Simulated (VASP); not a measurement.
# Al5InAs6 (P1) in VASP: relaxation of cell and atoms with PBE

Aim: the relaxation of cell and atoms of Al5InAs6 with PBE.

All numbers are computed with VASP 6.6.1; they aren't measurements. Logs are shortened: lines on timing, memory, paths and dates and some standing lists are left out, and cuts for length are marked.

**1. The cell of the first run**

The typed cell holds 12 atoms: a = 6.817 Å, b = 7.177 Å, c = 6.948 Å, α = 119.24°, β = 89.30°, γ = 89.92°.

**2. Relaxation of cell and atoms, PBE**

Input file INCAR:

```
SYSTEM = Al5InAs6
  PREC = Accurate
  ENCUT = 600
  EDIFF = 1E-6
  ISMEAR = 0
  SIGMA = 0.1
  LREAL = .False.
  LASPH = .True.
  NELM = 60
  ALGO = Normal
  ISIF = 3
  LWAVE = .False.
  LCHARG = .False.
  GGA = PE
  IBRION = 2
  NSW = 80
  EDIFFG = -0.025
```

Input file KPOINTS:

```
regular mesh
0
Gamma
  2 3 3
  0 0 0
```

Input file POSCAR:

```
Al5InAs6
1.0
    0.0041962156      0.0499193500      6.8168746724
    7.1764831111      0.1138798448      0.0044219683
   -3.4896186670      6.0082474991      0.0433462559
Al In As
5 1 6
Direct
    0.0001157229      0.3603767073      0.3718394305
   -0.0390124923      0.9545378032      0.6321360622
    0.0147924540      0.6678555448     -0.0018521871
    0.5602623075      0.6414873662      0.2976747987
    0.5084640751      0.3702020821      0.6896697327
    0.4700330550     -0.0260805167     -0.0124649021
    0.3532929793      0.3730020074      0.3584166221
    0.3230941145      0.9703377620      0.5915245198
    0.3946863652      0.6368331454      1.0121102902
    0.8850587805      0.6766275495      0.3553111914
    0.8767684493      0.3625376526      0.6845452156
    0.9084421890      0.0122828961      0.0210892261
```

Potentials or basis: VASP PAW PBE potentials, release 64 (Al, In_d, As).

Run with:

```sh
$ cat potpaw_PBE.64/Al/POTCAR potpaw_PBE.64/In_d/POTCAR potpaw_PBE.64/As/POTCAR > POTCAR
$ mpirun -np 1 vasp_std > vasp.out
```

OUTCAR:

```text
SYSTEM = Al5InAs6
   PREC = Accurate
   ENCUT = 600
   EDIFF = 1E-6
   ISMEAR = 0
   LREAL = .False.
   LASPH = .True.
   NELM = 60
   ISIF = 3
   GGA = PE
   IBRION = 2
   NSW = 80
   EDIFFG = -0.025

 ion  position               nearest neighbor table
   1  0.000  0.360  0.372-  11 2.31   7 2.41  10 2.46  12 2.58
   2  0.961  0.955  0.632-  10 2.06   8 2.49  12 2.55  11 2.83
   3  0.015  0.668  0.998-  11 2.41  12 2.50  10 2.60   9 2.61
   4  0.560  0.641  0.298-  10 2.25   9 2.28   7 2.58   8 2.75
   5  0.508  0.370  0.690-   9 2.25  11 2.51   7 2.55   8 2.90
   6  0.470  0.974  0.988-   9 2.56   7 2.87   8 2.93  12 3.00
   7  0.353  0.373  0.358-   1 2.41   5 2.55   4 2.58   6 2.87
   8  0.323  0.970  0.592-   2 2.49   4 2.75   5 2.90   6 2.93
   9  0.395  0.637  0.012-   5 2.25   4 2.28   6 2.56   3 2.61
  10  0.885  0.677  0.355-   2 2.06   4 2.25   1 2.46   3 2.60
  11  0.877  0.363  0.685-   1 2.31   3 2.41   5 2.51   2 2.83
  12  0.908  0.012  0.021-   3 2.50   2 2.55   1 2.58   6 3.00

  LATTYP: Found a triclinic cell.
 ALAT       =     7.1467261349
 B/A-ratio  =     1.0042903325
 C/A-ratio  =     0.9538715504
 COS(alpha) =     0.0013477349
 COS(beta)  =     0.0132741813
 COS(gamma) =     0.5294124299

  Lattice vectors:

 A1 = (  -3.6868644441,  -6.1221273439,  -0.0477682242)
 A2 = (  -7.1764831111,  -0.1138798448,  -0.0044219683)
 A3 = (  -0.0041962156,  -0.0499193500,  -6.8168746724)

Analysis of symmetry for initial positions (statically):
=====================================================================
 Subroutine PRICEL returns:
 Original cell was already a primitive cell.

 Routine SETGRP: Setting up the symmetry group for a
 triclinic supercell.

 Subroutine GETGRP returns: Found  1 space group operations
 (whereof  1 operations were pure point group operations)
 out of a pool of  2 trial point group operations.

The static configuration has the point symmetry C_1 .

Analysis of symmetry for dynamics (positions and initial velocities):
=====================================================================
 Subroutine PRICEL returns:
 Original cell was already a primitive cell.

 Routine SETGRP: Setting up the symmetry group for a
 triclinic supercell.

 Subroutine GETGRP returns: Found  1 space group operations
 (whereof  1 operations were pure point group operations)
 out of a pool of  2 trial point group operations.

The dynamic configuration has the point symmetry C_1 .

 Subroutine INISYM returns: Found  1 space group operations
 (whereof  1 operations are pure point group operations),
 and found     1 'primitive' translations

----------------------------------------------------------------------------------------

                                     Primitive cell

  volume of cell :     296.6232

  direct lattice vectors                    reciprocal lattice vectors
     0.004196216  0.049919350  6.816874672    -0.000072928 -0.001100739  0.146702896
     7.176483111  0.113879845  0.004421968     0.138071819  0.080197618 -0.000672272
    -3.489618667  6.008247499  0.043346256    -0.002616396  0.164926970 -0.001206135

  length of vectors
     6.817058739  7.177387966  6.948262758     0.146707043  0.159674473  0.164952132

  position of ions in fractional coordinates (direct lattice)
     0.000115723  0.360376707  0.371839431
     0.960987508  0.954537803  0.632136062
     0.014792454  0.667855545  0.998147813
     0.560262307  0.641487366  0.297674799
     0.508464075  0.370202082  0.689669733
     0.470033055  0.973919483  0.987535098
     0.353292979  0.373002007  0.358416622
     0.323094115  0.970337762  0.591524520
     0.394686365  0.636833145  0.012110290
     0.885058781  0.676627549  0.355311191
     0.876768449  0.362537653  0.684545216
     0.908442189  0.012282896  0.021089226

  ion indices of the primitive-cell ions
   primitive index   ion index
                 1           1
                 2           2
                 3           3
                 4           4
                 5           5
                 6           6
                 7           7
                 8           8
                 9           9
                10          10
                11          11
                12          12

----------------------------------------------------------------------------------------

 KPOINTS: regular mesh

Automatic generation of k-mesh.
 Grid dimensions read from file:
 generate k-points for:    2    3    3

 Generating k-lattice:

  Cartesian coordinates                     Fractional coordinates (reciprocal lattice)
    -0.000036464 -0.000550369  0.073351448     0.500000000  0.000000000  0.000000000
     0.046023940  0.026732539 -0.000224091     0.000000000  0.333333333 -0.000000000
    -0.000872132  0.054975657 -0.000402045     0.000000000  0.000000000  0.333333333

  Length of vectors
     0.073353522  0.053224824  0.054984044

  Shift w.r.t. Gamma in fractional coordinates (k-lattice)
     0.000000000  0.000000000  0.000000000

 Subroutine IBZKPT returns following result:
 ===========================================

 Found     10 irreducible k-points:

 Following reciprocal coordinates:
            Coordinates               Weight
  0.000000  0.000000  0.000000      1.000000
  0.500000  0.000000  0.000000      1.000000
  0.000000  0.333333  0.000000      2.000000
  0.500000  0.333333  0.000000      2.000000
  0.000000 -0.000000  0.333333      2.000000
  0.500000 -0.000000  0.333333      2.000000
  0.000000  0.333333  0.333333      2.000000
  0.500000  0.333333  0.333333      2.000000
 -0.000000 -0.333333  0.333333      2.000000
  0.500000 -0.333333  0.333333      2.000000
   k-points           NKPTS =     10   k-points in BZ     NKDIM =     10   number of bands    NBANDS=     36
   number of dos      NEDOS =    301   number of ions     NIONS =     12
   total plane-waves  NPLWV = 181440
   dimension x,y,z NGX =    54 NGY =   60 NGZ =   56
   dimension x,y,z NGXF=   108 NGYF=  120 NGZF=  112
   ions per type =               5   1   6
   NGX,Y,Z   is equivalent  to a cutoff of  13.17, 13.90, 13.40 a.u.
   NGXF,Y,Z  is equivalent  to a cutoff of  26.34, 27.79, 26.80 a.u.
 SYSTEM =  Al5InAs6
   PREC   = accura    normal or accurate (medium, high low for compatibility)
   ISTART =      0    job   : 0-new  1-cont  2-samecut
   ICHARG =      2    charge: 1-file 2-atom 10-const
   ISPIN  =      1    spin polarized calculation?
   LNONCOLLINEAR =      F non collinear calculations
   LSORBIT =      F    spin-orbit coupling
   LASPH  =      T    aspherical Exc in radial PAW
   ENCUT  =  600.0 eV  44.10 Ry    6.64 a.u.  13.62 14.34 13.88*2*pi/ulx,y,z
   NELM   =     60;   NELMIN=  2; NELMDL= -5     # of ELM steps
   EDIFF  = 0.1E-05   stopping-criterion for ELM
   LREAL  =      F    real-space projection
   EDIFFG = -.3E-01   stopping-criterion for IOM
   NSW    =     80    number of steps for IOM
   IBRION =      2    ionic relax: 0-MD 1-quasi-New 2-CG
   NFREE  =      1    steps in history (QN), initial steepest desc. (CG)
   ISIF   =      3    stress and relaxation
   ISYM   =      2    0-nonsym 1-usesym 2-fastsym
   POTIM  = 0.5000    time-step for ionic-motion
   TEBEG  =    0.0;   TEEND  =   0.0 temperature during run
   PSTRESS=    0.0 pullay stress
   NELECT =      58.0000    total number of electrons
   NUPDOWN=      -1.0000    fix difference up-down
   EMIN   =  10.00;   EMAX   =-10.00  energy-range for DOS
   EFERMI =   0.00;   METHOD = LEGACY
   ISMEAR =     0;   SIGMA  =   0.10  broadening in eV -4-tet -1-fermi 0-gaus
   EFERMI_NEDOS =   21; number of points for ismear=-14 and -15
   IALGO  =     38    algorithm
   IMIX   =      4    mixing-type and parameters
     AMIX     =   0.40;   BMIX     =  1.00
     AMIX_MAG =   1.60;   BMIX_MAG =  1.00
  volume/ion in A,a.u.               =      24.72       166.81
  Fermi-wavevector in a.u.,A,eV,Ry     =   0.950202  1.795621 12.284472  0.902883
  Thomas-Fermi vector in A             =   2.078556
   LORBIT       =      0    0 simple, 1 ext, 2 COOP (PROOUT), +10 PAW based schemes
   GGA     = PE    functional components
   LHFCALC =     F    Hartree Fock is set to
   AEXX    =    0.0000 exact exchange contribution
   IVDW    =     0    specifies the selected vdW correction
   LEPSILON=     F    determine dielectric tensor
   LRPA    =     F    only Hartree local field effects (RPA)
 conjugate gradient relaxation of ions
 non-spin polarized calculation
 Gauss-broadening in eV      SIGMA  =   0.10
  energy-cutoff  :      600.00
  volume of cell :      296.62
 maximum number of plane-waves:      9911
   NGX = 27   NGY = 29   NGZ = 27

--------------------------------------- Ionic step        1  -------------------------------------------

 number of electron      58.0000000 magnetization

 Free energy of the ion-electron system (eV)
  ---------------------------------------------------
  ext. energy  EPLUGINS =         0.00000000
  ---------------------------------------------------
  free energy    TOTEN  =       -50.72328089 eV

  energy without entropy =      -50.72322563  energy(sigma->0) =      -50.72325326

------------------------ aborting loop because EDIFF is reached ----------------------------------------

  FORCE on cell =-STRESS in cart. coord.  units (eV):
  Direction    XX          YY          ZZ          XY          YZ          ZX
  --------------------------------------------------------------------------------------
  -------------------------------------------------------------------------------------
  Total        0.9521264     11.3952615      1.0058784      2.2054117      1.6080441      1.5296223
  in kB        5.1428053     61.5502397      5.4331402     11.9122861      8.6856718      8.2620851
  external PRESSURE =      24.0420617 kB  Pullay stress =       0.0000000 kB
[... 119 lines left out ...]
  FREE ENERGIE OF THE ION-ELECTRON SYSTEM (eV)
  ---------------------------------------------------
  free  energy   TOTEN  =       -53.0305385743 eV

  energy  without entropy=      -53.0305294655  energy(sigma->0) =      -53.03053402

 E-fermi :   4.4914     XC(G=0):  -8.9875

 val. band max:        4.0269486107   @ k =   0.0000   0.0000   0.0000
 cond. band min:       5.3201648168   @ k =   0.0000   0.0000   0.0000
 fundamental gap:      1.2932162061
 Fermi energy:         4.4913577197

 k-point     1 :       0.0000    0.0000    0.0000
  band No.  band energies     occupation
      1     -10.2497      2.00000
      2     -10.2375      2.00000
      3     -10.1932      2.00000
      4     -10.1333      2.00000
      5     -10.1291      2.00000
      6      -7.9372      2.00000
[... 379 lines left out ...]
     35       7.2319      0.00000
     36       7.3158      0.00000

[... ionic steps 4 to 21 ...]

--------------------------------------- Ionic step       22  -------------------------------------------

 number of electron      57.9999999 magnetization

------------------------ aborting loop because EDIFF is reached ----------------------------------------
[... 87 lines left out ...]
--------------------------------------- Ionic step       24  -------------------------------------------

 number of electron      57.9999997 magnetization

 Free energy of the ion-electron system (eV)
  ---------------------------------------------------
  ext. energy  EPLUGINS =         0.00000000
  ---------------------------------------------------
  free energy    TOTEN  =       -54.53809974 eV

  energy without entropy =      -54.53809974  energy(sigma->0) =      -54.53809974

 E-fermi :   4.2115     XC(G=0):  -8.9060

 val. band max:        3.7784039331   @ k =   0.0000   0.0000   0.0000
 cond. band min:       5.1179002597   @ k =   0.0000   0.0000   0.0000
 fundamental gap:      1.3394963266
 Fermi energy:         4.2115011672

 k-point     1 :       0.0000    0.0000    0.0000
  band No.  band energies     occupation
      1     -10.3710      2.00000
      2     -10.3706      2.00000
      3     -10.3699      2.00000
      4     -10.2544      2.00000
      5     -10.2542      2.00000
      6      -7.9712      2.00000
[... 418 lines left out ...]
  FREE ENERGIE OF THE ION-ELECTRON SYSTEM (eV)
  ---------------------------------------------------
  free  energy   TOTEN  =       -54.5380997435 eV

  energy  without entropy=      -54.5380997435  energy(sigma->0) =      -54.53809974

 reached required accuracy - stopping structural energy minimisation
```

Run time: 23 min. Hardware: 1 thread of AMD EPYC 9R45 (Zen 5), shared host; peak memory 0.52 GiB.

Results:

| Quantity | Value |
| --- | --- |
| Free energy | -54.5381 eV |
| Relaxed volume | 24.39 Å³/atom |
| Relaxed cell | a = 6.729 Å, b = 7.088 Å, c = 7.085 Å, α = 119.98°, β = 89.99°, γ = 90.00° |
| Space group after relaxing (to 0.05 Å) | P31m (No. 157) |
| Energy gained by relaxing | 317.9 meV/atom |
| Ionic steps | 24 |
| Pressure after relaxing | 0.0 GPa |
| Largest force after relaxing | 0.025 eV/Å |
| Band gap on the k mesh | 1.34 eV, direct |

Forces on the atoms (eV/Å):
```
Al   0.014 -0.017 -0.001
Al   0.007 -0.002 -0.004
Al  -0.016  0.008  0.003
Al  -0.004  0.002  0.009
Al  -0.001  0.014  0.008
In  -0.003  0.010 -0.023
As   0.000  0.010  0.007
As   0.003 -0.010  0.002
As   0.003  0.002  0.004
As  -0.012 -0.013  0.007
As   0.009 -0.003  0.003
As   0.000 -0.003 -0.016
```

The path:
```tsv
step	energy change (eV)	largest force (eV/Å)	pressure (GPa)	volume (Å³)
1	0.0000	7.2604	2.40	296.62
2	-2.2973	1.7664	-2.85	312.61
3	-2.3073	1.9166	-2.53	310.23
4	-3.2179	1.3106	-0.42	295.28
5	-3.3505	1.2310	1.27	287.49
6	-3.6119	0.5208	0.17	291.71
7	-3.6320	0.4898	-0.14	293.26
8	-3.7164	0.4020	-0.13	293.12
9	-3.7294	0.4093	-0.08	293.03
10	-3.7653	0.2447	0.07	292.33
11	-3.7706	0.3009	0.16	291.95
12	-3.7923	0.1909	-0.07	293.01
13	-3.7953	0.2180	-0.19	293.57
14	-3.8058	0.0929	0.10	292.26
15	-3.8058	0.0975	0.11	292.19
16	-3.8093	0.0742	-0.04	292.88
17	-3.8093	0.0730	-0.03	292.87
18	-3.8108	0.0470	-0.01	292.76
19	-3.8110	0.0623	0.01	292.71
20	-3.8124	0.0423	0.01	292.71
21	-3.8129	0.0585	0.01	292.72
22	-3.8139	0.0413	-0.01	292.79
23	-3.8142	0.0429	-0.02	292.87
24	-3.8148	0.0249	0.01	292.73
```

Final structure:
```xyz
12
Lattice="-0.0005 0.0009 6.7293 7.0880 0.0052 0.0009 -3.5445 6.1346 -0.0004" Properties=species:S:1:pos:R:3 pbc="T T T"
Al    1.1978    2.0867    0.0009
Al   -2.3472    4.0638    0.0027
Al    4.6917    0.0070    0.0011
Al    3.5449    2.0444    3.3667
Al    0.0005    4.0841    3.3659
In    3.5420    6.1334    3.3919
As    1.2472    2.1524    2.4880
As    4.7911    3.9777    2.4891
As    1.0489    6.1321    2.4877
As    3.5443    2.0552    5.8636
As   -0.0040    4.0989    5.8626
As    0.0006    0.0077    6.0522
```

Caveat: the k points lie up to 0.47 Å⁻¹ apart in the final cell; spin-orbit coupling is left out, which moves the levels of the heavy elements. A k mesh can miss the band edges.
